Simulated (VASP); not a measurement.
Here is a VASP 6.6.1 calculation.

Contents of INCAR:

```
PREC = Accurate
ENCUT = 600
EDIFF = 1E-8
ISMEAR = 0
SIGMA = 0.01
LREAL = False
LASPH = True
NELM = 120
ALGO = Normal
ISIF = 2
LWAVE = False
LCHARG = True
NBANDS = 16
IBRION = 8
NSW = 1
LEPSILON = True
GGA_COMPAT = False
```

File KPOINTS:

```
Automatic mesh
0
Gamma
  12 12 12
```

The input POSCAR:

```
GaN
1.0
    0.0000000000      2.0904796590      2.0904796590
    2.0904796590      0.0000000000      2.0904796590
    2.0904796590      2.0904796590      0.0000000000
Ga N
1 1
Direct
    0.0000000000      0.0000000000      0.0000000000
    0.5000000000      0.5000000000      0.5000000000
```

Potentials or basis: VASP PAW LDA potentials, release 64 (Ga_d, N).

Launch:

```console
$ cat potpaw_LDA.64/Ga_d/POTCAR potpaw_LDA.64/N/POTCAR > POTCAR
$ mpirun -np 1 vasp_std > vasp.out
```

Q: Predict the electronic dielectric tensor (diagonal).

A: 7.80.

Q: What does it give for the Born charges (mean of the diagonal)?

A: Ga +3.51; N -3.51 e.

Q: Estimate the highest phonon frequency at Γ, LO-TO splitting left out.

A: 268 cm⁻¹.

Electronic dielectric tensor:
```
7.80 0.00 0.00
0.00 7.80 0.00
0.00 0.00 7.80
```

Caveat: the cell wasn't relaxed at this level first, which shifts response properties.
